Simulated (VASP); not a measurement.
# I in VASP: settings compared

I is run at these levels: PBE, PBE-based screened hybrid with 25 % exact exchange; tasks: single point.

All numbers are computed with VASP 6.6.1; they aren't measurements. Logs are shortened: lines on timing, memory, paths and dates and some standing lists are left out, and cuts for length are marked.

### 1 The cell of the first run

Symmetry: I4/mmm, No. 139, tetragonal system. The conventional cell has a = 3.235 Å, b = 3.235 Å, c = 8.530 Å, α = 90.00°, β = 90.00°, γ = 90.00°. Within 4.3 Å of I (site symmetry 4/mmm) lie 4 I at 3.23 Å.

### 2 Single point, PBE

Input file INCAR:

```
PREC = Accurate
ENCUT = 520
EDIFF = 1E-7
ISMEAR = -1
SIGMA = 0.05
LREAL = False
LASPH = True
NELM = 60
ALGO = Normal
ISIF = 2
LWAVE = False
LCHARG = False
GGA = PE
NBANDS = 10
```

Input file KPOINTS:

```
Automatic mesh
0
Gamma
  11 11 11
```

Input file POSCAR:

```
I
1.0
   -1.6174560000      1.6174560000      4.2648080000
    1.6174560000     -1.6174560000      4.2648080000
    1.6174560000      1.6174560000     -4.2648080000
I
1
Direct
    0.0000000000      0.0000000000      0.0000000000
```

Potentials or basis: VASP PAW PBE potentials, release 64 (I).

Command:

```bash
cat potpaw_PBE.64/I/POTCAR > POTCAR
mpirun -np 1 vasp_std > vasp.out
```

OUTCAR:

```text
PREC = Accurate
   ENCUT = 520
   EDIFF = 1E-7
   ISMEAR = -1
   LREAL = False
   LASPH = True
   NELM = 60
   ISIF = 2
   GGA = PE

 ion  position               nearest neighbor table
   1  0.000  0.000  0.000-

  LATTYP: Found a body centered tetragonal cell.
 ALAT       =     3.2349120000
 C/A-ratio  =     2.6367381864

  Lattice vectors:

 A1 = (  -1.6174560000,   1.6174560000,   4.2648080000)
 A2 = (   1.6174560000,  -1.6174560000,   4.2648080000)
 A3 = (   1.6174560000,   1.6174560000,  -4.2648080000)

Analysis of symmetry for initial positions (statically):
=====================================================================
 Subroutine PRICEL returns:
 Original cell was already a primitive cell.

 Routine SETGRP: Setting up the symmetry group for a
 body centered tetragonal supercell.

 Subroutine GETGRP returns: Found 16 space group operations
 (whereof 16 operations were pure point group operations)
 out of a pool of 16 trial point group operations.

The static configuration has the point symmetry D_4h.

Analysis of symmetry for dynamics (positions and initial velocities):
=====================================================================
 Subroutine PRICEL returns:
 Original cell was already a primitive cell.

 Routine SETGRP: Setting up the symmetry group for a
 body centered tetragonal supercell.

 Subroutine GETGRP returns: Found 16 space group operations
 (whereof 16 operations were pure point group operations)
 out of a pool of 16 trial point group operations.

The dynamic configuration has the point symmetry D_4h.

 Subroutine INISYM returns: Found 16 space group operations
 (whereof 16 operations are pure point group operations),
 and found     1 'primitive' translations

----------------------------------------------------------------------------------------

                                     Primitive cell

  volume of cell :      44.6297

  direct lattice vectors                    reciprocal lattice vectors
    -1.617456000  1.617456000  4.264808000     0.000000000  0.309127420  0.117238572
     1.617456000 -1.617456000  4.264808000     0.309127420  0.000000000  0.117238572
     1.617456000  1.617456000 -4.264808000     0.309127420  0.309127420  0.000000000

  length of vectors
     4.839515999  4.839515999  4.839515999     0.330612529  0.330612529  0.437172190

  position of ions in fractional coordinates (direct lattice)
     0.000000000  0.000000000  0.000000000
[... 79 lines left out ...]
   NSW    =      0    number of steps for IOM
   IBRION =     -1    ionic relax: 0-MD 1-quasi-New 2-CG
   NFREE  =      0    steps in history (QN), initial steepest desc. (CG)
   ISIF   =      2    stress and relaxation
   ISYM   =      2    0-nonsym 1-usesym 2-fastsym
   POTIM  = 0.5000    time-step for ionic-motion
   TEBEG  =    0.0;   TEEND  =   0.0 temperature during run
   PSTRESS=    0.0 pullay stress
   NELECT =       7.0000    total number of electrons
   NUPDOWN=      -1.0000    fix difference up-down
   EMIN   =  10.00;   EMAX   =-10.00  energy-range for DOS
   EFERMI =   0.00;   METHOD = LEGACY
   ISMEAR =    -1;   SIGMA  =   0.05  broadening in eV -4-tet -1-fermi 0-gaus
   EFERMI_NEDOS =   21; number of points for ismear=-14 and -15
   IALGO  =     38    algorithm
   IMIX   =      4    mixing-type and parameters
     AMIX     =   0.40;   BMIX     =  1.00
     AMIX_MAG =   1.60;   BMIX_MAG =  1.00
  volume/ion in A,a.u.               =      44.63       301.18
  Fermi-wavevector in a.u.,A,eV,Ry     =   0.882875  1.668392 10.605317  0.779469
  Thomas-Fermi vector in A             =   2.003566
   LORBIT       =      0    0 simple, 1 ext, 2 COOP (PROOUT), +10 PAW based schemes
   GGA     = PE    functional components
   LHFCALC =     F    Hartree Fock is set to
   AEXX    =    0.0000 exact exchange contribution
   IVDW    =     0    specifies the selected vdW correction
   LEPSILON=     F    determine dielectric tensor
   LRPA    =     F    only Hartree local field effects (RPA)
 non-spin polarized calculation
  energy-cutoff  :      520.00
  volume of cell :       44.63
 maximum number of plane-waves:      1224
   NGX = 17   NGY = 17   NGZ = 17

 number of electron       6.9999999 magnetization

 Free energy of the ion-electron system (eV)
  ---------------------------------------------------
  ext. energy  EPLUGINS =         0.00000000
  ---------------------------------------------------
  free energy    TOTEN  =        -1.42127792 eV

  energy without entropy =       -1.41505120  energy(sigma->0) =       -1.41816456

 E-fermi :   2.7038     XC(G=0):  -7.7646

 val. band max:        2.6865513934   @ k =  -0.3636  -0.3636   0.2727
 cond. band min:       2.7039954307   @ k =  -0.4545  -0.4545   0.3636
 fundamental gap:      0.0174440374
 Fermi energy:         2.7038155463

 k-point     1 :       0.0000    0.0000    0.0000
  band No.  band energies     occupation
      1     -11.0877      2.00000
      2       0.3518      2.00000
      3       3.4848      0.00000
      4       3.4848      0.00000
      5       6.8719      0.00000
      6       9.9847      0.00000
      7      10.6356      0.00000
      8      15.1788      0.00000
      9      15.1788      0.00000
     10      15.1860      0.00000
[... 287 lines left out ...]
 k-point    24 :      -0.1818    0.1818    0.0000
  band No.  band energies     occupation
      1     -10.4634      2.00000
      2       0.8536      2.00000
      3       1.4649      2.00000
      4       1.4650      2.00000
      5       7.8592      0.00000
      6      11.5653      0.00000
      7      11.7952      0.00000
      8      13.1061      0.00000
      9      13.4665      0.00000
     10      15.1607      0.00000

 [... further k-points ...]

------------------------ aborting loop because EDIFF is reached ----------------------------------------

  FORCE on cell =-STRESS in cart. coord.  units (eV):
  Direction    XX          YY          ZZ          XY          YZ          ZX
  --------------------------------------------------------------------------------------
  -------------------------------------------------------------------------------------
  Total        0.0265877      0.0265877      0.0440783      0.0000000      0.0000000      0.0000000
  in kB        0.9544812      0.9544812      1.5823800      0.0000000      0.0000000      0.0000000
  external PRESSURE =       1.1637808 kB  Pullay stress =       0.0000000 kB

 VOLUME and BASIS-vectors are now :
 -----------------------------------------------------------------------------
  energy-cutoff  :      520.00
  volume of cell :       44.63
      direct lattice vectors                 reciprocal lattice vectors
    -1.617456000  1.617456000  4.264808000     0.000000000  0.309127420  0.117238572
     1.617456000 -1.617456000  4.264808000     0.309127420  0.000000000  0.117238572
     1.617456000  1.617456000 -4.264808000     0.309127420  0.309127420  0.000000000

 POSITION                                       TOTAL-FORCE (eV/Angst)
 -----------------------------------------------------------------------------------
      0.00000      0.00000      0.00000        -0.000000     -0.000000      0.000000
 -----------------------------------------------------------------------------------
    total drift:                                0.000000      0.000000     -0.000000

  FREE ENERGIE OF THE ION-ELECTRON SYSTEM (eV)
  ---------------------------------------------------
  free  energy   TOTEN  =        -1.4212779175 eV

  energy  without entropy=       -1.4150512001  energy(sigma->0) =       -1.41816456
```

Run time: 2.4 min. Hardware: 1 thread of AMD EPYC 7R13, shared host; peak memory 0.2 GiB.

Results:

```
Free energy            : -1.4213 eV
Pressure               : 0.1 GPa
Band gap on the k mesh : zero (an odd number of electrons rules out a gap without spin polarisation)
```

Caveat: spin-orbit coupling is left out, which moves the levels of the heavy elements; an odd number of electrons without spin polarisation forces a metal; a magnetic or distorted state may lie lower.

### 3 Single point, PBE (the cell strained at random)

Changes to INCAR since step 2:

```diff
@@ -2,3 +2,3 @@
 ENCUT = 520
-EDIFF = 1E-7
+EDIFF = 1E-6
 ISMEAR = -1
@@ -7,3 +7,3 @@
 LASPH = True
-NELM = 60
+NELM = 100
 ALGO = Normal
```

Input file KPOINTS:

```
regular mesh
0
Gamma
  11 11 11
```

Input file POSCAR:

```
I
1.0
   -1.5899450000      1.6320630000      4.2366870000
    1.6842080000     -1.6402030000      4.2755240000
    1.5553370000      1.6055950000     -4.2397740000
I
1
Direct
    0.0027500000      0.0116350000      0.0153920000
```

Potentials or basis: VASP PAW PBE potentials, release 64 (I).

Command:

```bash
cat potpaw_PBE.64/I/POTCAR > POTCAR
mpirun -np 1 vasp_std > vasp.out
```

OUTCAR:

```text
PREC = Accurate
   ENCUT = 520
   EDIFF = 1E-6
   ISMEAR = -1
   LREAL = False
   LASPH = True
   NELM = 100
   ISIF = 2
   GGA = PE

 ion  position               nearest neighbor table
   1  0.003  0.012  0.015-

  LATTYP: Found a triclinic cell.
 ALAT       =     3.2399270954
 B/A-ratio  =     2.0850466843
 C/A-ratio  =     4.3948387720
 COS(alpha) =     0.0010379738
 COS(beta)  =     0.6596742581
 COS(gamma) =     0.7384661458

  Lattice vectors:

 A1 = (  -3.2395450000,   0.0346080000,  -0.0357500000)
 A2 = (  -4.9237530000,   1.6748110000,  -4.3112740000)
 A3 = (  -9.5551560000,  -6.3796320000,   8.4111350000)

Analysis of symmetry for initial positions (statically):
=====================================================================
 Subroutine PRICEL returns:
 Original cell was already a primitive cell.

 Routine SETGRP: Setting up the symmetry group for a
 triclinic supercell.

 Subroutine GETGRP returns: Found  2 space group operations
 (whereof  1 operations were pure point group operations)
 out of a pool of  2 trial point group operations.
[... 166 lines left out ...]
 fundamental gap:      0.0013755336
 Fermi energy:         2.6910368747

 k-point     1 :       0.0000    0.0000    0.0000
  band No.  band energies     occupation
      1     -11.0780      2.00000
      2       0.3687      2.00000
      3       3.4345      0.00000
      4       3.5095      0.00000
      5       6.8839      0.00000
      6       9.9867      0.00000
      7      10.6230      0.00000
      8      15.1207      0.00000
      9      15.1747      0.00000
     10      15.2024      0.00000
[... 287 lines left out ...]
 k-point    24 :      -0.4545    0.1818   -0.0000
  band No.  band energies     occupation
      1      -9.4685      2.00000
      2      -2.0241      2.00000
      3       1.2575      2.00000
      4       2.2530      1.99969
      5       8.1485      0.00000
      6      10.0875      0.00000
      7      11.5312      0.00000
      8      13.8155      0.00000
      9      14.7513      0.00000
     10      16.1771      0.00000

 [... further k-points ...]

------------------------ aborting loop because EDIFF is reached ----------------------------------------

  FORCE on cell =-STRESS in cart. coord.  units (eV):
  Direction    XX          YY          ZZ          XY          YZ          ZX
  --------------------------------------------------------------------------------------
  -------------------------------------------------------------------------------------
  Total        0.0098105     -0.0270313      0.0456542     -0.0071180      0.0001816     -0.0079544
  in kB        0.3521907     -0.9704058      1.6389536     -0.2555323      0.0065206     -0.2855583
  external PRESSURE =       0.3402462 kB  Pullay stress =       0.0000000 kB

 VOLUME and BASIS-vectors are now :
 -----------------------------------------------------------------------------
  energy-cutoff  :      520.00
  volume of cell :       44.63
      direct lattice vectors                 reciprocal lattice vectors
    -1.589945000  1.632063000  4.236687000     0.002001582  0.308998903  0.117751613
     1.684208000 -1.640203000  4.275524000     0.307462703  0.003395301  0.114076740
     1.555337000  1.605595000 -4.239774000     0.312055369  0.312197850 -0.003157110

 POSITION                                       TOTAL-FORCE (eV/Angst)
 -----------------------------------------------------------------------------------
      0.03916      0.01012     -0.00386         0.000000     -0.000000     -0.000000
 -----------------------------------------------------------------------------------
    total drift:                                0.000000     -0.000000      0.000001

  FREE ENERGIE OF THE ION-ELECTRON SYSTEM (eV)
  ---------------------------------------------------
  free  energy   TOTEN  =        -1.4212053210 eV

  energy  without entropy=       -1.4151444745  energy(sigma->0) =       -1.41817490
```

It took 11 min on 1 thread of AMD EPYC 7R13, shared host; peak memory 0.39 GiB.

Results:

| Item | Value |
| --- | --- |
| Free energy | -1.4212 eV |
| Pressure | 0.0 GPa |
| Band gap on the k mesh | zero (an odd number of electrons rules out a gap without spin polarisation) |

Stress tensor (GPa, compression positive):
```
 0.04 -0.03 -0.03
-0.03 -0.10  0.00
-0.03  0.00  0.16
```

Caveat: the cell differs from its parent crystal (the cell strained at random); spin-orbit coupling is left out, which moves the levels of the heavy elements; an odd number of electrons without spin polarisation forces a metal; a magnetic or distorted state may lie lower.

### 4 Single point, PBE-based screened hybrid with 25 % exact exchange

Input file POSCAR:

```
I
1.0
   -1.6174560000      1.6174560000      4.2648080000
    1.6174560000     -1.6174560000      4.2648080000
    1.6174560000      1.6174560000     -4.2648080000
I
1
Direct
    0.0000000000      0.0000000000      0.0000000000
```

Input file INCAR.step1:

```
SYSTEM = I
PREC = Accurate
ENCUT = 520
EDIFF = 1E-5
ISMEAR = -1
SIGMA = 0.05
LREAL = .FALSE.
LASPH = .TRUE.
NELM = 60
ALGO = Normal
ISIF = 2
LWAVE = .TRUE.
LCHARG = .FALSE.
NBANDS = 10
GGA = PE
```

Input file INCAR.step2:

```
SYSTEM = I
PREC = Accurate
ENCUT = 520
EDIFF = 1E-7
ISMEAR = -1
SIGMA = 0.05
LREAL = .FALSE.
LASPH = .TRUE.
NELM = 60
ALGO = Normal
ISIF = 2
LWAVE = .FALSE.
LCHARG = .FALSE.
GGA = PE
LHFCALC = .TRUE.
AEXX = 0.25
HFSCREEN = 0.4
PRECFOCK = Normal
NBANDS = 10
ISTART = 1
```

Input file KPOINTS:

```
Automatic mesh
0
G
  6 6 6
  0 0 0
```

Command:

```bash
cat potpaw_PBE.64/I/POTCAR > POTCAR
cp INCAR.step1 INCAR
mpirun -np 1 vasp_std > vasp.out
cp INCAR.step2 INCAR
mpirun -np 1 vasp_std > vasp.out
```

Wall time 41 min (1 thread of Oxide Virtual Turin-like, shared host); peak memory 0.28 GiB.

The run converged. Its results:

* Free energy: -1.5873 eV
* Pressure: -0.6 GPa
* Band gap on the k mesh: zero (an odd number of electrons rules out a gap without spin polarisation)

Stress tensor (GPa, compression positive):
```
-0.92  0.00  0.00
 0.00 -0.92  0.00
 0.00  0.00  0.05
```

Levels at points of the mesh, in eV from the Fermi level:
| k point | band 1 | band 2 | band 3 | band 4 | band 5 | band 6 |
| --- | --- | --- | --- | --- | --- | --- |
| (0.00, 0.00, 0.00) | -14.47 | -2.27 | 1.34 | 1.34 | 4.94 | 8.16 |
| (0.50, 0.00, 0.00) | -12.97 | -5.11 | -1.65 | 2.34 | 5.61 | 10.25 |
| (0.50, 0.50, 0.00) | -11.52 | -3.89 | -3.73 | -0.44 | 4.73 | 7.28 |
| (0.50, 0.50, 0.50) | -14.34 | -3.69 | 1.23 | 1.23 | 7.85 | 8.24 |

Caveat: the PAW data sets were made with another functional, which shifts forces and pressure a little; spin-orbit coupling is left out, which moves the levels of the heavy elements; an odd number of electrons without spin polarisation forces a metal; a magnetic or distorted state may lie lower.

### 5 The runs side by side

| level | cell | k mesh | grid for exact exchange (PRECFOCK) | share of exact exchange | screening parameter | gap on the mesh (eV) | pressure (GPa) |
| --- | --- | --- | --- | --- | --- | --- | --- |
| PBE | a = 4.840 Å, angles 140.9, 140.9, 56.4°, 1 atom | 11 × 11 × 11 | - | - | - | none | 0.1 |
| PBE | a = 4.811, b = 4.879, c = 4.793 Å, angles 140.9, 140.6, 57.1°, 1 atom | 11 × 11 × 11 | - | - | - | none | 0.0 |
| PBE-based screened hybrid with 25 % exact exchange | a = 4.840 Å, angles 140.9, 140.9, 56.4°, 1 atom | 6 × 6 × 6 | Normal | 0.25 | 0.4 1/Å | none | -0.6 |

Alike in all rows: task single point; potentials or basis VASP PAW PBE potentials, release 64 (I); no spin polarisation; cutoff (eV) 520; smearing fermi-dirac 0.05 eV.

Caveats: spin-orbit coupling is left out, which moves the levels of the heavy elements; an odd number of electrons without spin polarisation forces a metal; a magnetic or distorted state may lie lower; the PAW data sets were made with another functional, which shifts forces and pressure a little (at least some runs).

Total energies depend on the potentials used, so only differences within one code and one set of settings carry meaning.
